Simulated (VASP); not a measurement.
The system is Zn2GeS3.

```
Zn Ge S
1.0
     3.85350    0.00000    0.00000
    -1.92675    3.33723    0.00000
     0.00000    0.00000   10.58086
Zn Ge S
2 1 3
Direct
  0.66667 0.33333 0.35237
  0.33333 0.66667 0.64843
  0.00000 0.00000 0.99974
  0.00000 0.00000 0.28465
  0.66667 0.33333 0.58413
  0.33333 0.66667 0.88067
```

```yaml
Program: VASP 6.6.1
Task: relaxation of cell and atoms
Functional: LDA
Potentials_or_basis: VASP PAW LDA potentials, release 64 (Zn, Ge_d, S)
Cutoff: 600 eV
k_mesh: 9 × 9 × 4
Occupations: gaussian, width 0.02 eV
Spin: no spin polarisation
```

At the start: pressure -4.7 GPa; volume 22.68 Å³/atom.

Question: Where does the relaxation end?

Answer: Over 16 steps the energy falls by 28.0 meV/atom and the volume is 20.88 Å³/atom (-7.9 %); space group P3m1 (No. 156, to 0.1 Å) before and after.

Step by step:
| step | energy change (eV) | largest force (eV/Å) | pressure (GPa) | volume (Å³) |
| --- | --- | --- | --- | --- |
| 1 | 0.0000 | 0.1985 | -4.70 | 136.07 |
| 2 | -0.1438 | 0.4703 | 1.58 | 123.39 |
| 3 | -0.1577 | 0.3648 | -0.02 | 126.08 |
| 4 | -0.1658 | 0.1309 | 0.00 | 125.63 |
| 5 | -0.1671 | 0.0661 | 0.03 | 125.34 |
| 6 | -0.1671 | 0.0666 | 0.03 | 125.36 |
| 7 | -0.1678 | 0.0331 | -0.03 | 125.42 |
| 8 | -0.1681 | 0.0143 | -0.08 | 125.47 |
| 9 | -0.1681 | 0.0097 | -0.09 | 125.49 |
| 10 | -0.1681 | 0.0159 | 0.07 | 125.22 |
| 11 | -0.1682 | 0.0139 | 0.02 | 125.31 |
| 12 | -0.1682 | 0.0136 | 0.00 | 125.32 |
| 13 | -0.1682 | 0.0138 | 0.01 | 125.31 |
| 14 | -0.1682 | 0.0097 | 0.00 | 125.31 |
| 15 | -0.1682 | 0.0052 | -0.01 | 125.31 |
| 16 | -0.1682 | 0.0034 | 0.01 | 125.29 |

Final structure:
```cif
data_structure
_symmetry_space_group_name_H-M 'P 1'
_symmetry_Int_Tables_number 1
_cell_length_a 3.7452
_cell_length_b 3.7452
_cell_length_c 10.3142
_cell_angle_alpha 90.000
_cell_angle_beta 90.000
_cell_angle_gamma 120.000
_cell_volume 125.29
loop_
_atom_site_label
_atom_site_type_symbol
_atom_site_fract_x
_atom_site_fract_y
_atom_site_fract_z
_atom_site_occupancy
Zn1 Zn 0.66667 0.33333 0.35377 1
Zn2 Zn 0.33333 0.66667 0.64902 1
Ge1 Ge 0.00000 0.00000 0.00191 1
S1 S 0.00000 0.00000 0.28434 1
S2 S 0.66667 0.33333 0.58277 1
S3 S 0.33333 0.66667 0.87820 1
```
